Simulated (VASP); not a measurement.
# TiPd3 in VASP: a series of runs, part 2 of 2

VASP 6.6.1. The steps go on from the part before.

**3. Electric field gradients, LDA (equal xy, yz and zx shear strains of -2 %)**

Input file INCAR:

```
SYSTEM = TiPd3
PREC = Accurate
ENCUT = 520
EDIFF = 1E-8
ISMEAR = -1
SIGMA = 0.05
LREAL = .False.
LASPH = .True.
NELM = 80
ALGO = Normal
ISIF = 2
LWAVE = .False.
LCHARG = .False.
GGA = CA
LEFG = .True.
NBANDS = 29
```

Input file KPOINTS:

```
regular mesh
0
Gamma
  11 11 11
  0 0 0
```

Input file POSCAR:

```
TiPd3
1.0
    3.8200000000     -0.0382000000     -0.0382000000
   -0.0382000000      3.8200000000     -0.0382000000
   -0.0382000000     -0.0382000000      3.8200000000
Ti Pd
1 3
Direct
    0.0000000000      0.0000000000      0.0000000000
    0.0000000000      0.5000000000      0.5000000000
    0.5000000000      0.0000000000      0.5000000000
    0.5000000000      0.5000000000      0.0000000000
```

Potentials or basis: VASP PAW LDA potentials, release 64 (Ti_sv, Pd).

Started as:

```
$ cat potpaw_LDA.64/Ti_sv/POTCAR potpaw_LDA.64/Pd/POTCAR > POTCAR
$ mpirun -np 1 vasp_std > vasp.out
```

OUTCAR:

```text
SYSTEM = TiPd3
   PREC = Accurate
   ENCUT = 520
   EDIFF = 1E-8
   ISMEAR = -1
   LREAL = .False.
   LASPH = .True.
   NELM = 80
   ISIF = 2
   GGA = CA

 ion  position               nearest neighbor table
   1  0.000  0.000  0.000-   2 2.67   3 2.67   4 2.67   2 2.67   3 2.67   4 2.67   4 2.73   2 2.73
                             3 2.73   4 2.73   3 2.73   2 2.73
   2  0.000  0.500  0.500-   1 2.67   3 2.67   4 2.67   1 2.67   4 2.67   3 2.67   3 2.73   1 2.73
                             3 2.73   4 2.73   4 2.73   1 2.73
   3  0.500  0.000  0.500-   1 2.67   2 2.67   4 2.67   4 2.67   1 2.67   2 2.67   4 2.73   1 2.73
                             1 2.73   2 2.73   4 2.73   2 2.73
   4  0.500  0.500  0.000-   1 2.67   2 2.67   3 2.67   3 2.67   2 2.67   1 2.67   3 2.73   2 2.73
                             1 2.73   2 2.73   3 2.73   1 2.73
[... 1003 lines left out ...]
   1       0.000    -0.000    -0.000    -1.792    -1.792    -1.792
   2     -62.804    31.402    31.402   -10.855   -10.855     4.757
   3      31.402   -62.804    31.402   -10.855     4.757   -10.855
   4      31.402    31.402   -62.804     4.757   -10.855   -10.855
---------------------------------------------------------------------

 Electric field gradients after diagonalization (V/A^2)
 (convention: |V_zz| > |V_xx| > |V_yy|)
----------------------------------------------------------------------
 ion       V_xx      V_yy      V_zz     asymmetry (V_yy - V_xx)/ V_zz
----------------------------------------------------------------------
   1       1.792     1.792    -3.584       0.000
   2      38.485    26.645   -65.130       0.182
   3      38.485    26.645   -65.130       0.182
   4      38.485    26.645   -65.130       0.182
----------------------------------------------------------------------

           NMR quadrupolar parameters

 Cq : quadrupolar parameter    Cq=e*Q*V_zz/h
 eta: asymmetry parameters     (V_yy - V_xx)/ V_zz
 Q  : nuclear electric quadrupole moment in mb (millibarn)
----------------------------------------------------------------------
 ion       Cq(MHz)       eta       Q (mb)
----------------------------------------------------------------------
   1      -0.009       0.000       1.000
   2      -0.157       0.182       1.000
   3      -0.157       0.182       1.000
   4      -0.157       0.182       1.000
----------------------------------------------------------------------
```

OSZICAR:

```text
N       E                     dE             d eps       ncg     rms          rms(c)
DAV:   1     0.375303059328E+03    0.37530E+03   -0.21099E+04  8468   0.159E+03
DAV:   2    -0.112076130343E+02   -0.38651E+03   -0.36942E+03  8833   0.413E+02
DAV:   3    -0.334469042159E+02   -0.22239E+02   -0.21591E+02 10224   0.998E+01
DAV:   4    -0.341877737504E+02   -0.74087E+00   -0.73831E+00 10998   0.160E+01
DAV:   5    -0.342065172263E+02   -0.18743E-01   -0.18742E-01 10007   0.252E+00    0.179E+01
DAV:   6    -0.319400384968E+02    0.22665E+01   -0.11004E+01  8906   0.309E+01    0.129E+01
DAV:   7    -0.314644264509E+02    0.47561E+00   -0.16298E+01  9545   0.300E+01    0.744E+00
DAV:   8    -0.308018345000E+02    0.66259E+00   -0.10117E+00  9107   0.939E+00    0.253E+00
DAV:   9    -0.308085180187E+02   -0.66835E-02   -0.31149E-01 12237   0.351E+00    0.148E+00
DAV:  10    -0.307812221841E+02    0.27296E-01   -0.78962E-02  9572   0.248E+00    0.330E-01
DAV:  11    -0.307810635357E+02    0.15865E-03   -0.18357E-03  9455   0.329E-01    0.246E-01
DAV:  12    -0.307802974903E+02    0.76605E-03   -0.22334E-03 10200   0.391E-01    0.221E-02
DAV:  13    -0.307803010903E+02   -0.35999E-05   -0.58355E-05  9322   0.538E-02    0.152E-02
DAV:  14    -0.307803003372E+02    0.75304E-06   -0.17029E-05  9851   0.306E-02    0.856E-03
DAV:  15    -0.307802996514E+02    0.68584E-06   -0.25145E-06  9565   0.137E-02    0.121E-03
DAV:  16    -0.307802996288E+02    0.22598E-07   -0.14907E-07 10589   0.267E-03    0.318E-04
DAV:  17    -0.307802996284E+02    0.43201E-09   -0.12560E-08  5344   0.898E-04
   1 F= -.30780300E+02 E0= -.30774228E+02  d E =-.121433E-01
```

Run time: 97 s. Hardware: 1 thread of AMD EPYC 9R45 (Zen 5), shared host; peak memory 0.27 GiB.

What came out:

- Free energy: -30.7803 eV
- Pressure: 3.1 GPa
- Band gap on the k mesh: zero (band 21 reaches 12.79 eV, above the bottom of band 22 at 11.40 eV)

Stress tensor (GPa, compression positive):
```
3.06 2.76 2.76
2.76 3.06 2.76
2.76 2.76 3.06
```

Electric field gradients, principal values (V/Å²):
```csv
atom,least,middle,greatest (by size)
1 Ti,1.792,1.792,-3.584
2 Pd,26.645,38.485,-65.130
3 Pd,26.645,38.485,-65.130
4 Pd,26.645,38.485,-65.130
```

Caveat: the cell differs from its parent crystal (equal xy, yz and zx shear strains of -2 %); without QUAD_EFG the Cq values of the log hold for a quadrupole moment of 1 mb, not for the nuclei.
